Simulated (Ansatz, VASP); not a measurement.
## One calculation of Y, two programs

Contents of INCAR:

```
PREC     = Accurate       # precision mode
ENCUT    = 600            # plane-wave cutoff, eV
EDIFF    = 1E-6           # SCF threshold, eV
ISMEAR   = -1             # smearing method
SIGMA    = 0.1            # smearing width, eV
LREAL    = F              # projectors in reciprocal space
LASPH    = T              # aspherical terms in the spheres
NELM     = 80             # most SCF steps
ALGO     = Normal         # electronic algorithm
ISIF     = 3              # what is computed and relaxed
LWAVE    = F              # write WAVECAR
LCHARG   = F              # write CHGCAR
GGA      = PE             # functional
IBRION   = 2              # ionic algorithm
NSW      = 80             # ionic steps
EDIFFG   = -0.01          # ionic threshold
```

The input KPOINTS:

```
Automatic mesh
0
Gamma
  8 8 8
```

Contents of POSCAR:

```
Y
1.0
    0.0000000000      3.5454148505      3.5454148505
    3.5454148505      0.0000000000      3.5454148505
    3.5454148505      3.5454148505      0.0000000000
Y
2
Direct
    0.1250000000      0.1250000000      0.1250000000
    0.8750000000      0.8750000000      0.8750000000
```

Input for Ansatz:

```yaml
crystal:
  lattice:
    - [0.0, 3.5454148505, 3.5454148505]
    - [3.5454148505, 0.0, 3.5454148505]
    - [3.5454148505, 3.5454148505, 0.0]
  atoms:
    - { symbol: "Y", position: [0.125, 0.125, 0.125] }
    - { symbol: "Y", position: [0.875, 0.875, 0.875] }
hamiltonian:
  xc: pbe
  pseudopotentials:
    kind: paw
    azcp:
      "Y": "pseudopotentials/Y.paw.azcp"
basis:
  ecutwfc: 420
  fft_grid_basis: typed
kpoints:
  mp_grid: { grid: [8, 8, 8], shift: [0, 0, 0] }
magnetization:
  spin_polarized: false
scf:
  occupations: { method: fermi_dirac, width: 0.1 }
relax:
  max_steps: 60
  f_tol: 0.01
  cell: {}
```

Alike in both runs: task relaxation of cell and atoms; functional PBE; k mesh 8 × 8 × 8; occupations fermi-dirac, width 0.1 eV; no spin polarisation.

|  | VASP | Ansatz |
| --- | --- | --- |
| version | VASP 6.6.1 | Ansatz 0.2.0 |
| potentials or method | VASP PAW PBE potentials, release 64 (Y_sv), cutoff 600 eV | plane waves (420 eV) with PAW, scalar-relativistic |
| valence electrons in the cell | 22 | 22 |

|  | VASP | Ansatz | Ansatz less VASP |
| --- | --- | --- | --- |
| relaxed volume (Å³/atom) | 44.92 | 44.57 | -0.353 |
| relaxed cell length with the largest relative difference (Å) | 5.027 | 5.014 | -0.0132 |
